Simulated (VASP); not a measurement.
# Ag (Fm-3m) in VASP: a series of runs

The runs below take Ag through single point, relaxation of cell and atoms, with PBE exchange alone, revPBE+D4, PBEsol.

Everything below comes from runs of VASP 6.6.1. Logs are shortened: lines on timing, memory, paths and dates and some standing lists are left out, and cuts for length are marked.

### 1 The cell of the first run

Symmetry: Fm-3m, No. 225, cubic system. Conventional cell: a = 4.139 Å, b = 4.139 Å, c = 4.139 Å, α = 90.00°, β = 90.00°, γ = 90.00°. Ag (site symmetry m-3m) has 12 Ag at 2.93 Å within 3.9 Å.

### 2 Single point, PBE exchange alone

The input, INCAR:

```
PREC = Accurate
ENCUT = 520
EDIFF = 1E-6
ISMEAR = -1
SIGMA = 0.05
LREAL = F
LASPH = T
NELM = 80
ALGO = Normal
ISIF = 2
LWAVE = F
LCHARG = F
GGA = PE
ALDAC = 0.0
AGGAC = 0.0
NBANDS = 12
```

The input, KPOINTS:

```
regular mesh
0
Gamma
  11 11 11
```

The input, POSCAR:

```
Ag
1.0
    0.0000000000      2.0696313722      2.0696313722
    2.0696313722      0.0000000000      2.0696313722
    2.0696313722      2.0696313722      0.0000000000
Ag
1
Direct
    0.0000000000      0.0000000000      0.0000000000
```

Potentials or basis: VASP PAW PBE potentials, release 64 (Ag).

Command:

```bash
cat potpaw_PBE.64/Ag/POTCAR > POTCAR
mpirun -np 1 vasp_std > vasp.out
```

OUTCAR:

```text
PREC = Accurate
   ENCUT = 520
   EDIFF = 1E-6
   ISMEAR = -1
   LREAL = F
   LASPH = T
   NELM = 80
   ISIF = 2
   GGA = PE

 ion  position               nearest neighbor table
   1  0.000  0.000  0.000-

  LATTYP: Found a face centered cubic cell.
 ALAT       =     4.1392627444

  Lattice vectors:

 A1 = (   0.0000000000,   2.0696313722,   2.0696313722)
 A2 = (   2.0696313722,   0.0000000000,   2.0696313722)
 A3 = (   2.0696313722,   2.0696313722,   0.0000000000)

Analysis of symmetry for initial positions (statically):
=====================================================================
 Subroutine PRICEL returns:
 Original cell was already a primitive cell.

 Routine SETGRP: Setting up the symmetry group for a
 face centered cubic supercell.

 Subroutine GETGRP returns: Found 48 space group operations
 (whereof 48 operations were pure point group operations)
 out of a pool of 48 trial point group operations.

The static configuration has the point symmetry O_h .

Analysis of symmetry for dynamics (positions and initial velocities):
=====================================================================
 Subroutine PRICEL returns:
 Original cell was already a primitive cell.

 Routine SETGRP: Setting up the symmetry group for a
 face centered cubic supercell.

 Subroutine GETGRP returns: Found 48 space group operations
 (whereof 48 operations were pure point group operations)
 out of a pool of 48 trial point group operations.

The dynamic configuration has the point symmetry O_h .

 Subroutine INISYM returns: Found 48 space group operations
 (whereof 48 operations are pure point group operations),
 and found     1 'primitive' translations

----------------------------------------------------------------------------------------

                                     Primitive cell

  volume of cell :      17.7300

  direct lattice vectors                    reciprocal lattice vectors
     0.000000000  2.069631372  2.069631372    -0.241588916  0.241588916  0.241588916
     2.069631372  0.000000000  2.069631372     0.241588916 -0.241588916  0.241588916
     2.069631372  2.069631372  0.000000000     0.241588916  0.241588916 -0.241588916

  length of vectors
     2.926900756  2.926900756  2.926900756     0.418444277  0.418444277  0.418444277

  position of ions in fractional coordinates (direct lattice)
     0.000000000  0.000000000  0.000000000

  ion indices of the primitive-cell ions
   primitive index   ion index
                 1           1

----------------------------------------------------------------------------------------

 KPOINTS: regular mesh

Automatic generation of k-mesh.
 Grid dimensions read from file:
 generate k-points for:   11   11   11

 Generating k-lattice:

  Cartesian coordinates                     Fractional coordinates (reciprocal lattice)
    -0.021962629  0.021962629  0.021962629     0.090909091  0.000000000  0.000000000
     0.021962629 -0.021962629  0.021962629     0.000000000  0.090909091  0.000000000
     0.021962629  0.021962629 -0.021962629     0.000000000  0.000000000  0.090909091

  Length of vectors
     0.038040389  0.038040389  0.038040389

  Shift w.r.t. Gamma in fractional coordinates (k-lattice)
     0.000000000  0.000000000  0.000000000

 Subroutine IBZKPT returns following result:
 ===========================================

 Found     56 irreducible k-points:

 Following reciprocal coordinates:
            Coordinates               Weight
  0.000000  0.000000  0.000000      1.000000
  0.090909  0.000000  0.000000      8.000000
  0.181818  0.000000  0.000000      8.000000
  0.272727  0.000000  0.000000      8.000000
  0.363636  0.000000  0.000000      8.000000
  0.454545  0.000000  0.000000      8.000000
[... 16 lines left out ...]
 -0.272727  0.181818  0.000000     24.000000
 -0.181818  0.181818  0.000000     12.000000
 [... further k-points ...]
   k-points           NKPTS =     56   k-points in BZ     NKDIM =     56   number of bands    NBANDS=     12
   number of dos      NEDOS =    301   number of ions     NIONS =      1
   total plane-waves  NPLWV =  13824
   dimension x,y,z NGX =    24 NGY =   24 NGZ =   24
   dimension x,y,z NGXF=    48 NGYF=   48 NGZF=   48
   ions per type =               1
   NGX,Y,Z   is equivalent  to a cutoff of  13.63, 13.63, 13.63 a.u.
   NGXF,Y,Z  is equivalent  to a cutoff of  27.26, 27.26, 27.26 a.u.
 SYSTEM =  unknown system
   PREC   = accura    normal or accurate (medium, high low for compatibility)
   ISTART =      0    job   : 0-new  1-cont  2-samecut
   ICHARG =      2    charge: 1-file 2-atom 10-const
   ISPIN  =      1    spin polarized calculation?
   LNONCOLLINEAR =      F non collinear calculations
   LSORBIT =      F    spin-orbit coupling
   LASPH  =      T    aspherical Exc in radial PAW
   ENCUT  =  520.0 eV  38.22 Ry    6.18 a.u.   5.44  5.44  5.44*2*pi/ulx,y,z
   NELM   =     80;   NELMIN=  2; NELMDL= -5     # of ELM steps
   EDIFF  = 0.1E-05   stopping-criterion for ELM
   LREAL  =      F    real-space projection
   EDIFFG = 0.1E-04   stopping-criterion for IOM
   NSW    =      0    number of steps for IOM
   IBRION =     -1    ionic relax: 0-MD 1-quasi-New 2-CG
   NFREE  =      0    steps in history (QN), initial steepest desc. (CG)
   ISIF   =      2    stress and relaxation
   ISYM   =      2    0-nonsym 1-usesym 2-fastsym
   POTIM  = 0.5000    time-step for ionic-motion
   TEBEG  =    0.0;   TEEND  =   0.0 temperature during run
   PSTRESS=    0.0 pullay stress
   NELECT =      11.0000    total number of electrons
   NUPDOWN=      -1.0000    fix difference up-down
   EMIN   =  10.00;   EMAX   =-10.00  energy-range for DOS
   EFERMI =   0.00;   METHOD = LEGACY
   ISMEAR =    -1;   SIGMA  =   0.05  broadening in eV -4-tet -1-fermi 0-gaus
   EFERMI_NEDOS =   21; number of points for ismear=-14 and -15
   IALGO  =     38    algorithm
   IMIX   =      4    mixing-type and parameters
     AMIX     =   0.40;   BMIX     =  1.00
     AMIX_MAG =   1.60;   BMIX_MAG =  1.00
  volume/ion in A,a.u.               =      17.73       119.65
  Fermi-wavevector in a.u.,A,eV,Ry     =   1.396270  2.638568 26.525508  1.949570
  Thomas-Fermi vector in A             =   2.519641
   LORBIT       =      0    0 simple, 1 ext, 2 COOP (PROOUT), +10 PAW based schemes
   GGA     = PE    functional components
   LHFCALC =     F    Hartree Fock is set to
   AEXX    =    0.0000 exact exchange contribution
   IVDW    =     0    specifies the selected vdW correction
   LEPSILON=     F    determine dielectric tensor
   LRPA    =     F    only Hartree local field effects (RPA)
 non-spin polarized calculation
  energy-cutoff  :      520.00
  volume of cell :       17.73
 maximum number of plane-waves:       531
 NGX is ok and might be reduce to    24
   NGX = 11   NGY = 11   NGZ = 11

 number of electron      10.9999999 magnetization

 Free energy of the ion-electron system (eV)
  ---------------------------------------------------
  ext. energy  EPLUGINS =         0.00000000
  ---------------------------------------------------
  free energy    TOTEN  =        -1.25335794 eV

  energy without entropy =       -1.24946596  energy(sigma->0) =       -1.25141195

 E-fermi :   9.9178     XC(G=0): -10.2475

 val. band max:        9.5379112443   @ k =   0.4545   0.2727   0.0000
 cond. band min:       9.9231909436   @ k =  -0.2727   0.2727   0.0000
 fundamental gap:      0.3852796993
 Fermi energy:         9.9178451775

 k-point     1 :       0.0000    0.0000    0.0000
  band No.  band energies     occupation
      1       2.1436      2.00000
      2       4.8849      2.00000
      3       4.8849      2.00000
      4       4.8849      2.00000
      5       5.8463      2.00000
      6       5.8463      2.00000
      7      25.7528      0.00000
      8      28.8819      0.00000
      9      28.8819      0.00000
     10      28.8819      0.00000
     11      34.0714      0.00000
     12      34.6235      0.00000

 k-point     2 :       0.0909    0.0000    0.0000
  band No.  band energies     occupation
      1       2.3914      2.00000
      2       4.8365      2.00000
      3       4.9494      2.00000
      4       4.9494      2.00000
      5       5.8246      2.00000
      6       5.8246      2.00000
      7      25.6407      0.00000
      8      27.1950      0.00000
      9      28.9449      0.00000
     10      28.9449      0.00000
     11      33.2977      0.00000
     12      34.3220      0.00000

 k-point     3 :       0.1818    0.0000    0.0000
  band No.  band energies     occupation
      1       3.0313      2.00000
      2       4.8217      2.00000
      3       5.0644      2.00000
      4       5.0644      2.00000
      5       5.8362      2.00000
      6       5.8362      2.00000
      7      23.1147      0.00000
      8      26.5528      0.00000
      9      28.9651      0.00000
     10      28.9651      0.00000
     11      32.1167      0.00000
     12      33.3203      0.00000
[... 286 lines left out ...]
 k-point    23 :      -0.2727    0.1818    0.0000
  band No.  band energies     occupation
      1       4.1267      2.00000
      2       4.7327      2.00000
      3       5.1880      2.00000
      4       5.3409      2.00000
      5       5.8738      2.00000
      6       8.2305      2.00000
      7      18.0269      0.00000
      8      21.1731      0.00000
      9      26.8534      0.00000
     10      27.9412      0.00000
     11      31.5643      0.00000
     12      33.8848      0.00000

 k-point    24 :      -0.1818    0.1818    0.0000
  band No.  band energies     occupation
      1       4.0865      2.00000
      2       4.5273      2.00000
      3       5.1087      2.00000
      4       5.4624      2.00000
      5       5.4886      2.00000
      6       6.9707      2.00000
      7      21.2615      0.00000
      8      21.6946      0.00000
      9      28.0803      0.00000
     10      29.8763      0.00000
     11      30.1724      0.00000
     12      33.5109      0.00000

 [... further k-points ...]
[... 5 lines left out ...]
  --------------------------------------------------------------------------------------
  -------------------------------------------------------------------------------------
  Total        1.9561042      1.9561042      1.9561042      0.0000000      0.0000000     -0.0000000
  in kB      176.7638999    176.7638999    176.7638999      0.0000000      0.0000000     -0.0000000
  external PRESSURE =     176.7638999 kB  Pullay stress =       0.0000000 kB

 VOLUME and BASIS-vectors are now :
 -----------------------------------------------------------------------------
  energy-cutoff  :      520.00
  volume of cell :       17.73
      direct lattice vectors                 reciprocal lattice vectors
     0.000000000  2.069631372  2.069631372    -0.241588916  0.241588916  0.241588916
     2.069631372  0.000000000  2.069631372     0.241588916 -0.241588916  0.241588916
     2.069631372  2.069631372  0.000000000     0.241588916  0.241588916 -0.241588916

 POSITION                                       TOTAL-FORCE (eV/Angst)
 -----------------------------------------------------------------------------------
      0.00000      0.00000      0.00000         0.000000      0.000000     -0.000000
 -----------------------------------------------------------------------------------
    total drift:                               -0.000000      0.000000      0.000000

  FREE ENERGIE OF THE ION-ELECTRON SYSTEM (eV)
  ---------------------------------------------------
  free  energy   TOTEN  =        -1.2533579351 eV

  energy  without entropy=       -1.2494659621  energy(sigma->0) =       -1.25141195
```

It took 4.6 s on 1 thread of Intel Xeon 6975P-C, shared host; peak memory 0.14 GiB.

Results:

| Property | Result |
| --- | --- |
| Free energy | -1.2534 eV |
| Pressure | 17.7 GPa |

### 3 Relaxation of cell and atoms, revPBE+D4

This run uses another cell than the first one, of 17.05 Å³/atom, 0.962 times its volume.

The input, INCAR:

```
SYSTEM = Ag
ALGO = Normal ; EDIFF = 1E-7
EDIFFG = -0.005 ; ENCUT = 600
GGA = RE ; IBRION = 2
ISIF = 3 ; ISMEAR = -1
IVDW = 13 ; LASPH = .TRUE.
LCHARG = .FALSE. ; LREAL = .FALSE.
LWAVE = .FALSE. ; NELM = 100
NSW = 80 ; PREC = Accurate
SIGMA = 0.05
```

The input, KPOINTS:

```
k-points
0
G
  11 11 11
  0 0 0
```

The input, POSCAR:

```
Ag
1.0
    0.0000000000      2.0427500000      2.0427500000
    2.0427500000      0.0000000000      2.0427500000
    2.0427500000      2.0427500000      0.0000000000
Ag
1
Direct
    0.0000000000      0.0000000000      0.0000000000
```

Potentials or basis: VASP PAW PBE potentials, release 64 (Ag).

Command:

```bash
cat potpaw_PBE.64/Ag/POTCAR > POTCAR
mpirun -np 1 vasp_std > vasp.out
```

Run time: 39 s. Hardware: 1 thread of AMD EPYC 7R13, shared host; peak memory 0.13 GiB.

The run converged. Its results:

| Quantity | Value |
| --- | --- |
| Free energy | -3.2340 eV |
| Relaxed volume | 16.81 Å³/atom |
| Relaxed cell | a = 2.876 Å, b = 2.876 Å, c = 2.876 Å, α = 60.00°, β = 60.00°, γ = 60.00° |
| Space group after relaxing (to 0.05 Å) | Fm-3m (No. 225) |
| Energy gained by relaxing | 1.1 meV/atom |
| Ionic steps | 3 |
| Pressure after relaxing | 0.0 GPa |
| Dispersion energy per atom | -0.976 eV |

Step by step:
| step | energy change (eV) | largest force (eV/Å) | pressure (GPa) | volume (Å³) |
| --- | --- | --- | --- | --- |
| 1 | 0.0000 | 0.0000 | -1.44 | 17.05 |
| 2 | -0.0006 | 0.0000 | 0.99 | 16.67 |
| 3 | -0.0011 | 0.0000 | 0.02 | 16.81 |

Final structure:
```cif
data_structure
_symmetry_space_group_name_H-M 'P 1'
_symmetry_Int_Tables_number 1
_cell_length_a 2.8756
_cell_length_b 2.8756
_cell_length_c 2.8756
_cell_angle_alpha 60.000
_cell_angle_beta 60.000
_cell_angle_gamma 60.000
_cell_volume 16.81
loop_
_atom_site_label
_atom_site_type_symbol
_atom_site_fract_x
_atom_site_fract_y
_atom_site_fract_z
_atom_site_occupancy
Ag1 Ag 0.00000 0.00000 0.00000 1
```

Levels at points of the mesh, in eV from the Fermi level:
| k point | band 3 | band 4 | band 5 | band 6 | band 7 | band 8 | band 9 |
| --- | --- | --- | --- | --- | --- | --- | --- |
| (0.00, 0.00, 0.00) | -5.13 | -5.13 | -4.08 | -4.08 | 15.79 | 19.48 | 19.48 |

Caveat: the PAW data sets were made with another functional, which shifts forces and pressure a little; pairwise dispersion overbinds metals, which lowers pressure and volume.

### 4 Single point, PBEsol, non-collinear spin, zero start, spin-orbit coupling

This run uses another cell than the first one, of 17.05 Å³/atom, 0.962 times its volume.

The input, INCAR:

```
SYSTEM = Ag
  ALGO = Normal
  EDIFF = 1E-6
  ENCUT = 520
  GGA = PS
  GGA_COMPAT = .False.
  ISIF = 2
  ISMEAR = -1
  LASPH = .True.
  LCHARG = .True.
  LMAXMIX = 4
  LNONCOLLINEAR = .True.
  LORBIT = 11
  LORBMOM = .True.
  LREAL = .False.
  LSORBIT = .True.
  LVHAR = .True.
  LWAVE = .False.
  MAGMOM = 0 0 0
  NBANDS = 22
  NELM = 150
  PREC = Accurate
  SIGMA = 0.05
```

The input, KPOINTS:

```
k-points
0
Gamma
  11 11 11
  0 0 0
```

POSCAR is that of step 3.

Command:

```bash
cat potpaw_PBE.64/Ag/POTCAR > POTCAR
mpirun -np 1 vasp_ncl > vasp.out
```

Run time: 2.1 min. Hardware: 1 thread of AMD EPYC 7R13, shared host; peak memory 0.18 GiB.

The run converged. Its results:

```
Free energy                                           : -3.3373 eV
Pressure                                              : -3.2 GPa
Net moment                                            : 0.00 μB per cell
Valence electrons inside the program's atomic spheres : Ag 9.86
```

Moments on the atoms (μB; x, y, z):
```
Ag  0.00 0.00 0.00
```

Caveat: the PAW data sets were made with another functional, which shifts forces and pressure a little.

### 5 Single point, PBE exchange alone

This run uses another cell than the first one, of 18.07 Å³/atom, 1.019 times its volume.

The input, INCAR:

```
PREC = Accurate
ENCUT = 520
EDIFF = 1E-6
ISMEAR = -1
SIGMA = 0.05
LREAL = False
LASPH = True
NELM = 60
ALGO = Fast
ISIF = 2
LWAVE = False
LCHARG = False
GGA = PE
ALDAC = 0.0
AGGAC = 0.0
NBANDS = 12
```

The input, KPOINTS:

```
Automatic mesh
0
Gamma
  11 11 11
```

The input, POSCAR:

```
Ag
1.0
    0.0000000000      2.0828140930      2.0828140930
    2.0828140930      0.0000000000      2.0828140930
    2.0828140930      2.0828140930      0.0000000000
Ag
1
Direct
    0.0000000000      0.0000000000      0.0000000000
```

Command:

```bash
cat potpaw_PBE.64/Ag/POTCAR > POTCAR
mpirun -np 1 vasp_std > vasp.out
```

It took 6.7 s on 1 thread of Intel Xeon Platinum 8488C (Sapphire Rapids), shared host; peak memory 0.14 GiB.

It converged, with:

```
Free energy : -1.2887 eV
Pressure    : 15.4 GPa
```

Levels at points of the mesh, in eV from the Fermi level:
```csv
k point,band 3,band 4,band 5,band 6,band 7,band 8,band 9,band 10
"(0.00, 0.00, 0.00)",-4.97,-4.97,-4.04,-4.04,15.79,18.80,18.80,18.80
```

### 6 Summary

```csv
task,level,spin,cell,cutoff (eV),gap on the mesh (eV),pressure (GPa)
single point,PBE exchange alone,off,"a = 2.927 Å, angles 60.0°, 1 atom",520,none,17.7
relaxation of cell and atoms,revPBE+D4,off,"relaxed from a = 2.889 Å, angles 60.0°, 1 atom",600,none,0.0
single point,PBEsol,"non-collinear, zero start, SOC","a = 2.889 Å, angles 60.0°, 1 atom",520,-,-3.2
single point,PBE exchange alone,off,"a = 2.946 Å, angles 60.0°, 1 atom",520,none,15.4
```

Alike in all rows: potentials or basis VASP PAW PBE potentials, release 64 (Ag); k mesh 11 × 11 × 11; smearing fermi-dirac 0.05 eV.

Caveats: the PAW data sets were made with another functional, which shifts forces and pressure a little (some runs); pairwise dispersion overbinds metals, which lowers pressure and volume (some runs).

Total energies depend on the potentials used, so only differences within one code and one set of settings carry meaning.
